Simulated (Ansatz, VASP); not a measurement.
## C in VASP and in Ansatz

File INCAR:

```
SYSTEM = C
ALGO     = Normal         ! electronic algorithm
EDIFF    = 1E-6           ! SCF threshold, eV
ENCUT    = 520            ! plane-wave cutoff, eV
GGA      = PE             ! functional
ISIF     = 2              ! what is computed and relaxed
ISMEAR   = 0              ! smearing method
LASPH    = .True.         ! aspherical terms in the spheres
LCHARG   = .False.        ! write CHGCAR
LREAL    = .False.        ! projectors in reciprocal space
LWAVE    = .False.        ! write WAVECAR
NBANDS   = 11             ! bands
NELM     = 60             ! most SCF steps
PREC     = Accurate       ! precision mode
SIGMA    = 0.05           ! smearing width, eV
```

The input KPOINTS:

```
k-points
0
Gamma
  12 12 12
  0 0 0
```

Contents of POSCAR:

```
C
1.0
    0.0000000000      1.7120640000      1.6407280000
    1.7120640000      0.0000000000      1.6407280000
    1.7120640000      1.7120640000      0.0000000000
C
2
Direct
    0.5000000000      0.5000000000      0.5000000000
    0.7500000000      0.7500000000      0.7500000000
```

Input for Ansatz:

```yaml
crystal:
  lattice:
    - [0.0, 1.712064, 1.640728]
    - [1.712064, 0.0, 1.640728]
    - [1.712064, 1.712064, 0.0]
  atoms:
    - { symbol: C, position: [0.5, 0.5, 0.5] }
    - { symbol: C, position: [0.75, 0.75, 0.75] }
basis:
  ecutwfc: 420
kpoints:
  mp_grid: { grid: [12, 12, 12] }
hamiltonian:
  xc: pbe
scf:
  occupations: { method: gaussian, width: 0.05 }
output:
  forces: true
  stress: true
  eigenvalues: true
```

Change from the starting cell: strain -0.040 along x and y, -0.080 along z, atoms carried along.

Alike in both runs: task single point; functional PBE; k mesh 12 × 12 × 12; occupations gaussian, width 0.05 eV; no spin polarisation.

|  | VASP | Ansatz |
| --- | --- | --- |
| version | VASP 6.6.1 | Ansatz 0.2.0 |
| potentials or method | VASP PAW PBE potentials, release 64 (C), cutoff 520 eV | scalar-relativistic, plane waves, PAW |
| valence electrons in the cell | 8 | 8 |

VASP gave:

* gap on the k mesh at the Fermi level (eV): 3.35
* least direct gap on the mesh (eV): 5.23
* pressure (GPa): 100.9
* traceless stress, the component that is largest in VASP (GPa): 29.69

Task: Which values does Ansatz return?

Result: gap on the k mesh at the Fermi level (eV): 3.37; least direct gap on the mesh (eV): 5.24; pressure (GPa): 99.5; traceless stress, the component that is largest in VASP (GPa): 29.72.

Both programs put the cell under a high pressure, so it lies far from rest at this level.

Noted on VASP's run: the cell as given lies far from equilibrium.
